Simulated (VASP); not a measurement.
# La2BeSe4 (R3m) in VASP: single point with PBE

Aim: the single point of La2BeSe4 with PBE.

Everything below comes from runs of VASP 6.6.1. Logs are shortened: lines on timing, memory, paths and dates and some standing lists are left out, and cuts for length are marked.

## (1) The cell of the first run

It takes space group R3m (No. 160, trigonal). Conventional cell: a = 6.721 Å, b = 6.721 Å, c = 15.627 Å, α = 90.00°, β = 90.00°, γ = 120.00°. Within 3.4 Å of La (site symmetry 3m) lie 3 Se at 2.49 Å and 1 Be at 3.40 Å. La (site symmetry 3m) has 4 Se at 2.25 to 2.72 Å within 3.0 Å. Within 4.7 Å of Be (site symmetry 3m) lie 7 La at 3.40 to 4.28 Å and 12 Se at 3.44 to 4.69 Å. Within 2.9 Å of Se (site symmetry m) lie 3 Se at 2.18 to 2.57 Å and 2 La at 2.49 to 2.72 Å. Se (site symmetry 3m) has 1 La at 2.25 Å and 3 Se at 2.57 Å within 3.0 Å.

The cell was built from a structure type or drawn by symmetry, and may not be a known phase.

## (2) Single point, PBE

File INCAR:

```
SYSTEM = La2BeSe4
PREC = Accurate ; ENCUT = 520
EDIFF = 1E-7 ; ISMEAR = 0
SIGMA = 0.1 ; LREAL = .False.
LASPH = .True. ; NELM = 100
ALGO = Normal ; ISIF = 2
LWAVE = .False. ; LCHARG = .False.
GGA = PE ; NBANDS = 33
```

File KPOINTS:

```
regular mesh
0
Gamma
  3 3 3
  0 0 0
```

File POSCAR:

```
La2BeSe4
1.0
    3.3605580500      1.9402191000      5.2089365800
   -3.3605580500      1.9402191000      5.2089365800
    0.0000000000     -3.8804381900      5.2089365800
La Be Se
2 1 4
Direct
    0.6992429800      0.6992429800      0.6992429800
    0.1240123000      0.1240123000      0.1240123000
    0.4819135000      0.4819135000      0.4819135000
    0.9449234600      0.6199022000      0.9449234600
    0.9449234600      0.9449234600      0.6199022000
    0.6199022000      0.9449234600      0.9449234600
    0.9799631100      0.9799631100      0.9799631100
```

Potentials or basis: VASP PAW PBE potentials, release 64 (La, Be, Se).

Launch:

```console
> cat potpaw_PBE.64/La/POTCAR potpaw_PBE.64/Be/POTCAR potpaw_PBE.64/Se/POTCAR > POTCAR
> mpirun -np 1 vasp_std > vasp.out
```

OUTCAR:

```text
SYSTEM = La2BeSe4
   PREC = Accurate
   ENCUT = 520
   EDIFF = 1E-7
   ISMEAR = 0
   LREAL = .False.
   LASPH = .True.
   NELM = 100
   ISIF = 2
   GGA = PE

 ion  position               nearest neighbor table
   1  0.699  0.699  0.699-   4 2.49   6 2.49   5 2.49
   2  0.124  0.124  0.124-   7 2.25   6 2.72   4 2.72   5 2.72
   3  0.482  0.482  0.482-
   4  0.945  0.620  0.945-   6 2.18   5 2.18   1 2.49   7 2.57   2 2.72
   5  0.945  0.945  0.620-   4 2.18   6 2.18   1 2.49   7 2.57   2 2.72
   6  0.620  0.945  0.945-   4 2.18   5 2.18   1 2.49   7 2.57   2 2.72
   7  0.980  0.980  0.980-   2 2.25   5 2.57   4 2.57   6 2.57

  LATTYP: Found a trigonal (rhomboedric) cell.
 ALAT       =     6.4954461631
 COS(alpha) =     0.4646536769

  Lattice vectors:

 A1 = (   3.3605580500,   1.9402191000,   5.2089365800)
 A2 = (  -3.3605580500,   1.9402191000,   5.2089365800)
 A3 = (   0.0000000000,  -3.8804381900,   5.2089365800)

Analysis of symmetry for initial positions (statically):
=====================================================================
 Subroutine PRICEL returns:
 Original cell was already a primitive cell.

 Routine SETGRP: Setting up the symmetry group for a
 trigonal (rhombohedral) supercell.

 Subroutine GETGRP returns: Found  6 space group operations
 (whereof  6 operations were pure point group operations)
 out of a pool of 12 trial point group operations.

The static configuration has the point symmetry C_3v.

Analysis of symmetry for dynamics (positions and initial velocities):
=====================================================================
 Subroutine PRICEL returns:
 Original cell was already a primitive cell.

 Routine SETGRP: Setting up the symmetry group for a
 trigonal (rhombohedral) supercell.

 Subroutine GETGRP returns: Found  6 space group operations
 (whereof  6 operations were pure point group operations)
 out of a pool of 12 trial point group operations.

The dynamic configuration has the point symmetry C_3v.

 Subroutine INISYM returns: Found  6 space group operations
 (whereof  6 operations are pure point group operations),
 and found     1 'primitive' translations

----------------------------------------------------------------------------------------

                                     Primitive cell

[... 82 lines left out ...]
   LREAL  =      F    real-space projection
   EDIFFG = 0.1E-05   stopping-criterion for IOM
   NSW    =      0    number of steps for IOM
   IBRION =     -1    ionic relax: 0-MD 1-quasi-New 2-CG
   NFREE  =      0    steps in history (QN), initial steepest desc. (CG)
   ISIF   =      2    stress and relaxation
   ISYM   =      2    0-nonsym 1-usesym 2-fastsym
   POTIM  = 0.5000    time-step for ionic-motion
   TEBEG  =    0.0;   TEEND  =   0.0 temperature during run
   PSTRESS=    0.0 pullay stress
   NELECT =      48.0000    total number of electrons
   NUPDOWN=      -1.0000    fix difference up-down
   EMIN   =  10.00;   EMAX   =-10.00  energy-range for DOS
   EFERMI =   0.00;   METHOD = LEGACY
   ISMEAR =     0;   SIGMA  =   0.10  broadening in eV -4-tet -1-fermi 0-gaus
   EFERMI_NEDOS =   21; number of points for ismear=-14 and -15
   IALGO  =     38    algorithm
   IMIX   =      4    mixing-type and parameters
     AMIX     =   0.40;   BMIX     =  1.00
     AMIX_MAG =   1.60;   BMIX_MAG =  1.00
  volume/ion in A,a.u.               =      29.11       196.45
  Fermi-wavevector in a.u.,A,eV,Ry     =   1.011039  1.910586 13.907863  1.022199
  Thomas-Fermi vector in A             =   2.144064
   LORBIT       =      0    0 simple, 1 ext, 2 COOP (PROOUT), +10 PAW based schemes
   GGA     = PE    functional components
   LHFCALC =     F    Hartree Fock is set to
   AEXX    =    0.0000 exact exchange contribution
   IVDW    =     0    specifies the selected vdW correction
   LEPSILON=     F    determine dielectric tensor
   LRPA    =     F    only Hartree local field effects (RPA)
 non-spin polarized calculation
 Gauss-broadening in eV      SIGMA  =   0.10
  energy-cutoff  :      520.00
  volume of cell :      203.78
 maximum number of plane-waves:      5515
   NGX = 25   NGY = 25   NGZ = 25

 number of electron      47.9999999 magnetization

 Free energy of the ion-electron system (eV)
  ---------------------------------------------------
  ext. energy  EPLUGINS =         0.00000000
  ---------------------------------------------------
  free energy    TOTEN  =       -18.14949114 eV

  energy without entropy =      -18.08939383  energy(sigma->0) =      -18.11944249

 E-fermi :   5.0845     XC(G=0):  -8.5716

 val. band max:        5.0662438787   @ k =   0.3333   0.0000   0.0000
 cond. band min:       5.0869157415   @ k =  -0.3333   0.3333   0.3333
 fundamental gap:      0.0206718628
 Fermi energy:         5.0844934793

 k-point     1 :       0.0000    0.0000    0.0000
  band No.  band energies     occupation
      1     -28.1209      2.00000
      2     -26.9718      2.00000
      3     -15.8023      2.00000
      4     -12.6202      2.00000
      5     -12.3638      2.00000
      6     -12.3638      2.00000
[... 205 lines left out ...]
     32       7.1338      0.00000
     33       7.2075      0.00000

------------------------ aborting loop because EDIFF is reached ----------------------------------------

  FORCE on cell =-STRESS in cart. coord.  units (eV):
  Direction    XX          YY          ZZ          XY          YZ          ZX
  --------------------------------------------------------------------------------------
  -------------------------------------------------------------------------------------
  Total       28.4222365     28.4222366     54.8499533      0.0000000      0.0000000     -0.0000000
  in kB      223.4633653    223.4633657    431.2452728      0.0000000      0.0000003     -0.0000000
  external PRESSURE =     292.7240013 kB  Pullay stress =       0.0000000 kB

 VOLUME and BASIS-vectors are now :
 -----------------------------------------------------------------------------
  energy-cutoff  :      520.00
  volume of cell :      203.78
      direct lattice vectors                 reciprocal lattice vectors
     3.360558050  1.940219100  5.208936580     0.148784813  0.085900952  0.063992588
    -3.360558050  1.940219100  5.208936580    -0.148784813  0.085900952  0.063992588
     0.000000000 -3.880438190  5.208936580     0.000000000 -0.171801903  0.063992588

 POSITION                                       TOTAL-FORCE (eV/Angst)
 -----------------------------------------------------------------------------------
      0.00000      0.00000     10.92694         0.000000     -0.000000     -9.850887
      0.00000      0.00000      1.93792         0.000000      0.000000      8.092013
      0.00000      0.00000      7.53077         0.000000     -0.000000     -0.081135
      1.09225     -0.63061     13.07312        10.910176     -6.298993      1.639837
      0.00000      1.26122     13.07312         0.000000     12.597987      1.639837
     -1.09225     -0.63061     13.07312       -10.910176     -6.298993      1.639837
      0.00000      0.00000     15.31370         0.000000     -0.000000     -3.079502
 -----------------------------------------------------------------------------------
    total drift:                                0.000000     -0.000000      0.000021

  FREE ENERGIE OF THE ION-ELECTRON SYSTEM (eV)
  ---------------------------------------------------
  free  energy   TOTEN  =       -18.1494911447 eV

  energy  without entropy=      -18.0893938319  energy(sigma->0) =      -18.11944249
```

OSZICAR:

```text
N       E                     dE             d eps       ncg     rms          rms(c)
DAV:   1     0.531968321106E+03    0.53197E+03   -0.17502E+04   396   0.168E+03
DAV:   2     0.983154878983E+02   -0.43365E+03   -0.40791E+03   508   0.314E+02
DAV:   3    -0.640656183115E+01   -0.10472E+03   -0.10028E+03   575   0.178E+02
[... 11 lines left out ...]
DAV:  15    -0.181494895068E+02   -0.14930E-04   -0.35203E-05   712   0.293E-02    0.576E-03
DAV:  16    -0.181494909607E+02   -0.14539E-05   -0.59336E-06   720   0.136E-02    0.282E-03
DAV:  17    -0.181494909888E+02   -0.28152E-07   -0.10788E-06   552   0.525E-03    0.168E-03
DAV:  18    -0.181494911163E+02   -0.12753E-06   -0.23560E-07   464   0.397E-03    0.379E-04
DAV:  19    -0.181494911447E+02   -0.28409E-07   -0.40828E-08   360   0.265E-03
   1 F= -.18149491E+02 E0= -.18119442E+02  d E =-.600973E-01
```

stdout:

```text
POSCAR found type information on POSCAR LaBeSe
 POSCAR found :  3 types and       7 ions
 scaLAPACK will be used
 LDA part: xc-table for (Slater+PW92), standard interpolation
 POSCAR, INCAR and KPOINTS ok, starting setup
 FFT: planning ... GRIDC
 FFT: planning ... GRID_SOFT
 FFT: planning ... GRID
 WAVECAR not read
 entering main loop
```

It took 61 s on 1 thread of Intel Xeon 6975P-C (Granite Rapids), shared host; peak memory 0.33 GiB.

Results:

| Item | Value |
| --- | --- |
| Free energy | -18.1495 eV |
| Pressure | 29.3 GPa |
| Largest force | 12.704 eV/Å |
| Band gap on the k mesh | zero (bands 24 and 25 overlap by 0.03 eV) |

Forces on the atoms (eV/Å):
```
La    0.000   0.000  -9.851
La    0.000   0.000   8.092
Be    0.000   0.000  -0.081
Se   10.910  -6.299   1.640
Se    0.000  12.598   1.640
Se  -10.910  -6.299   1.640
Se    0.000   0.000  -3.080
```

Levels at points of the mesh, in eV from the Fermi level:
```csv
k point,band 20,band 21,band 22,band 23,band 24,band 25,band 26,band 27,band 28,band 29
"(0.00, 0.00, 0.00)",-1.61,-1.61,-1.17,-1.09,-1.09,0.11,0.23,1.07,1.07,1.74
```

Caveat: the k points lie up to 0.38 Å⁻¹ apart; spin-orbit coupling is left out, which moves the levels of the heavy elements; forces of over 1 eV/Å act on the atoms, so gaps and moduli don't describe the material at rest.
